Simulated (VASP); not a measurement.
# C (R-3m) in VASP: a series of runs

Runs on C. Level: PBEsol. Tasks: single point.

Program: VASP 6.6.1. These are calculated values, not measurements. Logs are shortened: lines on timing, memory, paths and dates and some standing lists are left out, and cuts for length are marked.

**1. The cell of the first run**

Symmetry: R-3m, No. 166, trigonal system. The conventional cell has a = 2.579 Å, b = 2.579 Å, c = 9.790 Å, α = 90.00°, β = 90.00°, γ = 120.00°. C (site symmetry 3m) has 3 C at 1.49 Å within 2.0 Å.

**2. Single point, PBEsol (strain +0.050 along x and y, -0.025 along z)**

INCAR reads:

```
SYSTEM = C
PREC = Accurate ; ENCUT = 520
EDIFF = 1E-6 ; ISMEAR = 0
SIGMA = 0.05 ; LREAL = .False.
LASPH = .True. ; NELM = 80
ALGO = Normal ; ISIF = 2
LWAVE = .False. ; LCHARG = .False.
GGA = PS ; NBANDS = 11
```

KPOINTS reads:

```
Automatic mesh
0
Gamma
  15 15 15
  0 0 0
```

POSCAR reads:

```
C
1.0
    1.2894276638      0.7444514088      3.2633355684
   -1.2894276638      0.7444514088      3.2633355684
    0.0000000000     -1.4889028176      3.2633355684
C
2
Direct
    0.1640000000      0.1640000000      0.1640000000
    0.8360000000      0.8360000000      0.8360000000
```

Potentials or basis: VASP PAW PBE potentials, release 64 (C).

On the command line:

```
> cat potpaw_PBE.64/C/POTCAR > POTCAR
> mpirun -np 1 vasp_std > vasp.out
```

OUTCAR:

```text
SYSTEM = C
   PREC = Accurate
   ENCUT = 520
   EDIFF = 1E-6
   ISMEAR = 0
   LREAL = .False.
   LASPH = .True.
   NELM = 80
   ISIF = 2
   GGA = PS

 ion  position               nearest neighbor table
   1  0.164  0.164  0.164-   2 1.49   2 1.49   2 1.49
   2  0.836  0.836  0.836-   1 1.49   1 1.49   1 1.49

  LATTYP: Found a trigonal (rhomboedric) cell.
 ALAT       =     3.5869472581
 COS(alpha) =     0.7415515209

  Lattice vectors:

 A1 = (   1.2894276638,   0.7444514088,   3.2633355684)
 A2 = (  -1.2894276638,   0.7444514088,   3.2633355684)
 A3 = (   0.0000000000,  -1.4889028176,   3.2633355684)

Analysis of symmetry for initial positions (statically):
=====================================================================
 Subroutine PRICEL returns:
 Original cell was already a primitive cell.

 Routine SETGRP: Setting up the symmetry group for a
 trigonal (rhombohedral) supercell.

 Subroutine GETGRP returns: Found 12 space group operations
 (whereof 12 operations were pure point group operations)
 out of a pool of 12 trial point group operations.

The static configuration has the point symmetry D_3d.

Analysis of symmetry for dynamics (positions and initial velocities):
=====================================================================
 Subroutine PRICEL returns:
 Original cell was already a primitive cell.

 Routine SETGRP: Setting up the symmetry group for a
 trigonal (rhombohedral) supercell.

 Subroutine GETGRP returns: Found 12 space group operations
 (whereof 12 operations were pure point group operations)
 out of a pool of 12 trial point group operations.

The dynamic configuration has the point symmetry D_3d.

 Subroutine INISYM returns: Found 12 space group operations
 (whereof 12 operations are pure point group operations),
 and found     1 'primitive' translations

----------------------------------------------------------------------------------------

                                     Primitive cell

  volume of cell :      18.7952

  direct lattice vectors                    reciprocal lattice vectors
     1.289427664  0.744451409  3.263335568     0.387768941  0.223878503  0.102144976
    -1.289427664  0.744451409  3.263335568    -0.387768941  0.223878503  0.102144976
     0.000000000 -1.488902818  3.263335568     0.000000000 -0.447757005  0.102144976

  length of vectors
     3.586947258  3.586947258  3.586947258     0.459260201  0.459260201  0.459260201

  position of ions in fractional coordinates (direct lattice)
     0.164000000  0.164000000  0.164000000
     0.836000000  0.836000000  0.836000000

  ion indices of the primitive-cell ions
   primitive index   ion index
                 1           1
                 2           2

----------------------------------------------------------------------------------------

 KPOINTS: Automatic mesh

Automatic generation of k-mesh.
 Grid dimensions read from file:
 generate k-points for:   15   15   15

 Generating k-lattice:

  Cartesian coordinates                     Fractional coordinates (reciprocal lattice)
     0.025851263  0.014925234  0.006809665     0.066666667 -0.000000000 -0.000000000
    -0.025851263  0.014925234  0.006809665    -0.000000000  0.066666667 -0.000000000
     0.000000000 -0.029850467  0.006809665    -0.000000000 -0.000000000  0.066666667

  Length of vectors
     0.030617347  0.030617347  0.030617347

  Shift w.r.t. Gamma in fractional coordinates (k-lattice)
     0.000000000  0.000000000  0.000000000

 Subroutine IBZKPT returns following result:
 ===========================================

 Found    344 irreducible k-points:

 Following reciprocal coordinates:
            Coordinates               Weight
  0.000000  0.000000  0.000000      1.000000
  0.066667  0.000000  0.000000      6.000000
  0.133333 -0.000000 -0.000000      6.000000
  0.200000 -0.000000 -0.000000      6.000000
  0.266667 -0.000000 -0.000000      6.000000
  0.333333  0.000000 -0.000000      6.000000
[... 16 lines left out ...]
  0.133333  0.133333 -0.000000      6.000000
  0.200000  0.133333 -0.000000     12.000000
 [... further k-points ...]
   k-points           NKPTS =    344   k-points in BZ     NKDIM =    344   number of bands    NBANDS=     11
   number of dos      NEDOS =    301   number of ions     NIONS =      2
   total plane-waves  NPLWV =  21952
   dimension x,y,z NGX =    28 NGY =   28 NGZ =   28
   dimension x,y,z NGXF=    56 NGYF=   56 NGZF=   56
   ions per type =               2
   NGX,Y,Z   is equivalent  to a cutoff of  12.98, 12.98, 12.98 a.u.
   NGXF,Y,Z  is equivalent  to a cutoff of  25.95, 25.95, 25.95 a.u.
 SYSTEM =  C
   PREC   = accura    normal or accurate (medium, high low for compatibility)
   ISTART =      0    job   : 0-new  1-cont  2-samecut
   ICHARG =      2    charge: 1-file 2-atom 10-const
   ISPIN  =      1    spin polarized calculation?
   LNONCOLLINEAR =      F non collinear calculations
   LSORBIT =      F    spin-orbit coupling
   LASPH  =      T    aspherical Exc in radial PAW
   ENCUT  =  520.0 eV  38.22 Ry    6.18 a.u.   6.67  6.67  6.67*2*pi/ulx,y,z
   NELM   =     80;   NELMIN=  2; NELMDL= -5     # of ELM steps
   EDIFF  = 0.1E-05   stopping-criterion for ELM
   LREAL  =      F    real-space projection
   EDIFFG = 0.1E-04   stopping-criterion for IOM
   NSW    =      0    number of steps for IOM
   IBRION =     -1    ionic relax: 0-MD 1-quasi-New 2-CG
   NFREE  =      0    steps in history (QN), initial steepest desc. (CG)
   ISIF   =      2    stress and relaxation
   ISYM   =      2    0-nonsym 1-usesym 2-fastsym
   POTIM  = 0.5000    time-step for ionic-motion
   TEBEG  =    0.0;   TEEND  =   0.0 temperature during run
   PSTRESS=    0.0 pullay stress
   NELECT =       8.0000    total number of electrons
   NUPDOWN=      -1.0000    fix difference up-down
   EMIN   =  10.00;   EMAX   =-10.00  energy-range for DOS
   EFERMI =   0.00;   METHOD = LEGACY
   ISMEAR =     0;   SIGMA  =   0.05  broadening in eV -4-tet -1-fermi 0-gaus
   EFERMI_NEDOS =   21; number of points for ismear=-14 and -15
   IALGO  =     38    algorithm
   IMIX   =      4    mixing-type and parameters
     AMIX     =   0.40;   BMIX     =  1.00
     AMIX_MAG =   1.60;   BMIX_MAG =  1.00
  volume/ion in A,a.u.               =       9.40        63.42
  Fermi-wavevector in a.u.,A,eV,Ry     =   1.231467  2.327135 20.633379  1.516511
  Thomas-Fermi vector in A             =   2.366275
   LORBIT       =      0    0 simple, 1 ext, 2 COOP (PROOUT), +10 PAW based schemes
   GGA     = PS    functional components
   LHFCALC =     F    Hartree Fock is set to
   AEXX    =    0.0000 exact exchange contribution
   IVDW    =     0    specifies the selected vdW correction
   LEPSILON=     F    determine dielectric tensor
   LRPA    =     F    only Hartree local field effects (RPA)
 non-spin polarized calculation
 Gauss-broadening in eV      SIGMA  =   0.05
  energy-cutoff  :      520.00
  volume of cell :       18.80
 maximum number of plane-waves:       517
   NGX = 13   NGY = 13   NGZ = 13

 number of electron       8.0000000 magnetization

 Free energy of the ion-electron system (eV)
  ---------------------------------------------------
  ext. energy  EPLUGINS =         0.00000000
  ---------------------------------------------------
  free energy    TOTEN  =       -18.97781071 eV

  energy without entropy =      -18.97781071  energy(sigma->0) =      -18.97781071

 E-fermi :   3.9334     XC(G=0): -10.4612

 val. band max:        3.7001632830   @ k =  -0.2000   0.4000   0.0667
 cond. band min:       4.5026830498   @ k =  -0.3333   0.3333   0.0000
 fundamental gap:      0.8025197668
 Fermi energy:         3.9334031707

 k-point     1 :       0.0000    0.0000    0.0000
  band No.  band energies     occupation
      1     -14.5490      2.00000
      2      -1.3961      2.00000
      3       1.0903      2.00000
      4       1.0903      2.00000
      5       8.7762      0.00000
      6      11.5558      0.00000
      7      11.5558      0.00000
      8      13.9003      0.00000
      9      13.9185      0.00000
     10      24.8852      0.00000
     11      29.4785      0.00000

 k-point     2 :       0.0667    0.0000    0.0000
  band No.  band energies     occupation
      1     -14.4490      2.00000
      2      -1.3056      2.00000
      3       0.6837      2.00000
      4       0.8983      2.00000
      5       8.9138      0.00000
      6      11.5859      0.00000
      7      11.9477      0.00000
      8      13.6003      0.00000
      9      14.1418      0.00000
     10      25.1912      0.00000
     11      27.8809      0.00000

 k-point     3 :       0.1333   -0.0000   -0.0000
  band No.  band energies     occupation
      1     -14.1499      2.00000
      2      -1.0371      2.00000
      3      -0.3864      2.00000
      4       0.4089      2.00000
      5       9.3134      0.00000
      6      11.5134      0.00000
      7      12.7880      0.00000
      8      13.0284      0.00000
      9      14.8698      0.00000
     10      25.5484      0.00000
     11      26.0938      0.00000

 k-point     4 :       0.2000   -0.0000   -0.0000
  band No.  band energies     occupation
      1     -13.6546      2.00000
      2      -1.8563      2.00000
      3      -0.5788      2.00000
      4      -0.2073      2.00000
      5       9.8657      0.00000
      6      11.2449      0.00000
      7      11.7416      0.00000
      8      14.5978      0.00000
      9      15.9963      0.00000
     10      23.6698      0.00000
     11      25.5189      0.00000
[... 239 lines left out ...]
 k-point    22 :      -0.0667    0.0667    0.0000
  band No.  band energies     occupation
      1     -14.2548      2.00000
      2      -1.0807      2.00000
      3      -0.0032      2.00000
      4       0.5076      2.00000
      5       9.1031      0.00000
      6      11.7229      0.00000
      7      12.4449      0.00000
      8      13.0455      0.00000
      9      14.6905      0.00000
     10      25.7551      0.00000
     11      25.7832      0.00000

 k-point    23 :       0.1333    0.1333   -0.0000
  band No.  band energies     occupation
      1     -14.1290      2.00000
      2      -1.2057      2.00000
      3      -0.3656      2.00000
      4       0.3877      2.00000
      5       9.6299      0.00000
      6      11.4591      0.00000
      7      12.7619      0.00000
      8      13.0347      0.00000
      9      14.9006      0.00000
     10      25.1004      0.00000
     11      26.0335      0.00000

 k-point    24 :       0.2000    0.1333   -0.0000
  band No.  band energies     occupation
      1     -13.8219      2.00000
      2      -1.1895      2.00000
      3      -0.9872      2.00000
      4      -0.1496      2.00000
      5      10.1286      0.00000
      6      11.6133      0.00000
      7      12.1291      0.00000
      8      13.3871      0.00000
      9      15.8823      0.00000
     10      23.6072      0.00000
     11      26.5839      0.00000

 [... further k-points ...]
[... 5 lines left out ...]
  --------------------------------------------------------------------------------------
  -------------------------------------------------------------------------------------
  Total       -5.7919414     -5.7919414      0.2049813      0.0000000     -0.0000000     -0.0000000
  in kB     -493.7287503   -493.7287503     17.4734460      0.0000000     -0.0000000     -0.0000000
  external PRESSURE =    -323.3280182 kB  Pullay stress =       0.0000000 kB

 VOLUME and BASIS-vectors are now :
 -----------------------------------------------------------------------------
  energy-cutoff  :      520.00
  volume of cell :       18.80
      direct lattice vectors                 reciprocal lattice vectors
     1.289427664  0.744451409  3.263335568     0.387768941  0.223878503  0.102144976
    -1.289427664  0.744451409  3.263335568    -0.387768941  0.223878503  0.102144976
     0.000000000 -1.488902818  3.263335568     0.000000000 -0.447757005  0.102144976

 POSITION                                       TOTAL-FORCE (eV/Angst)
 -----------------------------------------------------------------------------------
      0.00000      0.00000      1.60556         0.000000      0.000000      0.804837
      0.00000      0.00000      8.18445         0.000000      0.000000     -0.804837
 -----------------------------------------------------------------------------------
    total drift:                                0.000000     -0.000000      0.000000

  FREE ENERGIE OF THE ION-ELECTRON SYSTEM (eV)
  ---------------------------------------------------
  free  energy   TOTEN  =       -18.9778107069 eV

  energy  without entropy=      -18.9778107069  energy(sigma->0) =      -18.97781071
```

Wall time 93 s (1 thread of Intel Xeon 8259CL, shared host); peak memory 0.19 GiB.

Results:

| Quantity | Value |
| --- | --- |
| Free energy | -18.9778 eV |
| Pressure | -32.3 GPa |
| Largest force | 0.805 eV/Å |

Forces in eV/Å, atoms in the order of the input:
```
C    0.000  0.000  0.805
C    0.000  0.000 -0.805
```

Stress tensor (GPa, compression positive):
```
-49.37   0.00   0.00
  0.00 -49.37   0.00
  0.00   0.00   1.75
```

Caveat: the cell differs from its parent crystal (strain +0.050 along x and y, -0.025 along z); the cell stands under tension; this functional lacks dispersion, which binds the layers, so the pressure and a relaxed spacing across them are unreliable; the PAW data sets were made with another functional, which shifts forces and pressure a little.

**3. Single point, PBEsol (strain +0.025 along x and y, +0.025 along z)**

INCAR reads:

```
PREC     = Accurate       # precision mode
ENCUT    = 520            # plane-wave cutoff, eV
EDIFF    = 1E-7           # SCF threshold, eV
ISMEAR   = 0              # smearing method
SIGMA    = 0.05           # smearing width, eV
LREAL    = F              # projectors in reciprocal space
LASPH    = T              # aspherical terms in the spheres
NELM     = 80             # most SCF steps
ALGO     = Normal         # electronic algorithm
ISIF     = 2              # what is computed and relaxed
LWAVE    = F              # write WAVECAR
LCHARG   = T              # write CHGCAR
GGA      = PS             # functional
LELF     = T              # ELF
LVHAR    = T            
NBANDS   = 11             # bands
```

KPOINTS reads:

```
regular mesh
0
Gamma
  15 15 15
```

POSCAR reads:

```
C
1.0
    1.2587270051      0.7267263753      3.4306861104
   -1.2587270051      0.7267263753      3.4306861104
    0.0000000000     -1.4534527505      3.4306861104
C
2
Direct
    0.1640000000      0.1640000000      0.1640000000
    0.8360000000      0.8360000000      0.8360000000
```

Potentials or basis: VASP PAW PBE potentials, release 64 (C).

On the command line:

```
> cat potpaw_PBE.64/C/POTCAR > POTCAR
> mpirun -np 1 vasp_std > vasp.out
```

Run time: 1.7 min. Hardware: 1 thread of Intel Xeon 8259CL, shared host; peak memory 0.19 GiB.

Results (log left out):

| Item | Value |
| --- | --- |
| Free energy | -19.1955 eV |
| Pressure | -16.8 GPa |
| Largest force | 0.892 eV/Å |

Forces on the atoms (eV/Å):
```
C    0.000  0.000  0.892
C    0.000  0.000 -0.892
```

Stress tensor (GPa, compression positive):
```
-25.31   0.00   0.00
  0.00 -25.31   0.00
  0.00   0.00   0.18
```

Caveat: the cell differs from its parent crystal (strain +0.025 along x and y, +0.025 along z); the cell stands under tension; this functional lacks dispersion, which binds the layers, so the pressure and a relaxed spacing across them are unreliable; the PAW data sets were made with another functional, which shifts forces and pressure a little.

**4. Single point, PBEsol (strain +0.025 along x and y, +0.050 along z)**

INCAR reads:

```
SYSTEM = C
ALGO = Normal
EDIFF = 1E-6
ENCUT = 520
GGA = PS
ISIF = 2
ISMEAR = 0
LASPH = .TRUE.
LCHARG = .FALSE.
LREAL = .FALSE.
LWAVE = .FALSE.
NBANDS = 11
NELM = 80
PREC = Accurate
SIGMA = 0.05
```

KPOINTS reads:

```
k-points
0
G
  15 15 15
  0 0 0
```

POSCAR reads:

```
C
1.0
    1.2587270051      0.7267263753      3.5143613814
   -1.2587270051      0.7267263753      3.5143613814
    0.0000000000     -1.4534527505      3.5143613814
C
2
Direct
    0.1640000000      0.1640000000      0.1640000000
    0.8360000000      0.8360000000      0.8360000000
```

On the command line:

```
> cat potpaw_PBE.64/C/POTCAR > POTCAR
> mpirun -np 1 vasp_std > vasp.out
```

It took 84 s on 1 thread of Intel Xeon 8259CL, shared host; peak memory 0.19 GiB.

It converged, with:

```yaml
Free_energy: -19.1956 eV
Pressure: -16.5 GPa
Largest_force: 0.921 eV/Å
```

Forces on the atoms (eV/Å):
```
C    0.000  0.000  0.921
C    0.000  0.000 -0.921
```

Stress tensor (GPa, compression positive):
```
-24.68   0.00   0.00
  0.00 -24.68   0.00
  0.00   0.00  -0.26
```

Caveat: the cell differs from its parent crystal (strain +0.025 along x and y, +0.050 along z); the cell stands under tension; this functional lacks dispersion, which binds the layers, so the pressure and a relaxed spacing across them are unreliable; the PAW data sets were made with another functional, which shifts forces and pressure a little.

**5. Single point, PBEsol (strain +0.050 along x and y, +0.025 along z)**

INCAR reads:

```
ALGO = Normal ; EDIFF = 1E-6
ENCUT = 520 ; GGA = PS
ISIF = 2 ; ISMEAR = 0
LASPH = True ; LCHARG = False
LREAL = False ; LWAVE = False
NBANDS = 11 ; NELM = 80
PREC = Accurate ; SIGMA = 0.05
```

KPOINTS reads:

```
k-points
0
Gamma
  15 15 15
```

POSCAR reads:

```
C
1.0
    1.2894276638      0.7444514088      3.4306861104
   -1.2894276638      0.7444514088      3.4306861104
    0.0000000000     -1.4889028176      3.4306861104
C
2
Direct
    0.1640000000      0.1640000000      0.1640000000
    0.8360000000      0.8360000000      0.8360000000
```

On the command line:

```
> cat potpaw_PBE.64/C/POTCAR > POTCAR
> mpirun -np 1 vasp_std > vasp.out
```

It took 85 s on 1 thread of Intel Xeon 8259CL, shared host; peak memory 0.19 GiB.

It converged, with:

```
Free energy   : -18.9839 eV
Pressure      : -31.2 GPa
Largest force : 0.872 eV/Å
```

Forces in eV/Å, atoms in the order of the input:
```
C    0.000  0.000  0.872
C    0.000  0.000 -0.872
```

Stress tensor (GPa, compression positive):
```
-46.87   0.00   0.00
  0.00 -46.87   0.00
  0.00   0.00   0.25
```

Caveat: the cell differs from its parent crystal (strain +0.050 along x and y, +0.025 along z); the cell stands under tension; this functional lacks dispersion, which binds the layers, so the pressure and a relaxed spacing across them are unreliable; the PAW data sets were made with another functional, which shifts forces and pressure a little.

**6. Single point, PBEsol (strain +0.050 along x and y, +0.050 along z)**

INCAR is that of step 5.

KPOINTS is that of step 5.

POSCAR reads:

```
C
1.0
    1.2894276638      0.7444514088      3.5143613814
   -1.2894276638      0.7444514088      3.5143613814
    0.0000000000     -1.4889028176      3.5143613814
C
2
Direct
    0.1640000000      0.1640000000      0.1640000000
    0.8360000000      0.8360000000      0.8360000000
```

Potentials or basis: VASP PAW PBE potentials, release 64 (C).

On the command line:

```
> cat potpaw_PBE.64/C/POTCAR > POTCAR
> mpirun -np 1 vasp_std > vasp.out
```

Run time: 86 s. Hardware: 1 thread of Intel Xeon 8259CL, shared host; peak memory 0.2 GiB.

It converged, with:

```
Free energy   : -18.9842 eV
Pressure      : -30.5 GPa
Largest force : 0.902 eV/Å
```

Forces in eV/Å, atoms in the order of the input:
```
C    0.000  0.000  0.902
C    0.000  0.000 -0.902
```

Stress tensor (GPa, compression positive):
```
-45.72   0.00   0.00
  0.00 -45.72   0.00
  0.00   0.00  -0.18
```

Caveat: the cell differs from its parent crystal (strain +0.050 along x and y, +0.050 along z); the cell stands under tension; this functional lacks dispersion, which binds the layers, so the pressure and a relaxed spacing across them are unreliable; the PAW data sets were made with another functional, which shifts forces and pressure a little.

**7. Overview**

```tsv
cell	pressure (GPa)	largest force (eV/Å)
a = 3.587 Å, angles 42.1°, 2 atoms	-32.3	0.80
a = 3.726 Å, angles 39.5°, 2 atoms	-16.8	0.89
a = 3.803 Å, angles 38.7°, 2 atoms	-16.5	0.92
a = 3.740 Å, angles 40.3°, 2 atoms	-31.2	0.87
a = 3.817 Å, angles 39.5°, 2 atoms	-30.5	0.90
```

Alike in all rows: task single point; level PBEsol; potentials or basis VASP PAW PBE potentials, release 64 (C); no spin polarisation; k mesh 15 × 15 × 15; cutoff (eV) 520; smearing gaussian 0.05 eV.

Caveats: the cell stands under tension; this functional lacks dispersion, which binds the layers, so the pressure and a relaxed spacing across them are unreliable; the PAW data sets were made with another functional, which shifts forces and pressure a little.

Absolute energies hang on the potentials; compare differences alone.
